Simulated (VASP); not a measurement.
Here is a VASP 6.6.1 calculation.

File INCAR:

```
ALGO = Normal ; EDIFF = 1E-6
EDIFFG = -0.005 ; ENCUT = 600
GGA = PE ; IBRION = 2
ISIF = 3 ; ISMEAR = -1
LASPH = T ; LCHARG = F
LREAL = F ; LWAVE = F
NELM = 60 ; NSW = 32
PREC = Accurate ; PSTRESS = 1200.0
SIGMA = 0.05
```

KPOINTS

```
k-points
0
Gamma
  17 17 9
```

Contents of POSCAR:

```
As
1.0
    2.5641950219      0.0000000000      0.0000000000
   -1.2820975110      2.2206580293      0.0000000000
    0.0000000000      0.0000000000      4.0702959788
As
2
Direct
    0.3333333333      0.6666666667      0.2500000000
    0.6666666667      0.3333333333      0.7500000000
```

Potentials or basis: VASP PAW PBE potentials, release 64 (As).

The run is started by

```bash
$ cat potpaw_PBE.64/As/POTCAR > POTCAR
$ mpirun -np 1 vasp_std > vasp.out
```

Task: What does it give for the space group after relaxing (to 0.05 Å)?

Result: P6_3/mmc (No. 194).

Task: What does it give for the band gap on the k mesh?

Result: Zero (band 5 reaches 21.47 eV, above the bottom of band 6 at 7.67 eV).

Task: What does it give for the relaxed volume?

Result: 11.66 Å³/atom.

Final structure:
```cif
data_structure
_symmetry_space_group_name_H-M 'P 1'
_symmetry_Int_Tables_number 1
_cell_length_a 2.5693
_cell_length_b 2.5693
_cell_length_c 4.0792
_cell_angle_alpha 90.000
_cell_angle_beta 90.000
_cell_angle_gamma 120.000
_cell_volume 23.32
loop_
_atom_site_label
_atom_site_type_symbol
_atom_site_fract_x
_atom_site_fract_y
_atom_site_fract_z
_atom_site_occupancy
As1 As 0.33333 0.66667 0.25000 1
As2 As 0.66667 0.33333 0.75000 1
```

Caveat: the cell is relaxed towards a set pressure, so the enthalpy falls and the energy may rise.
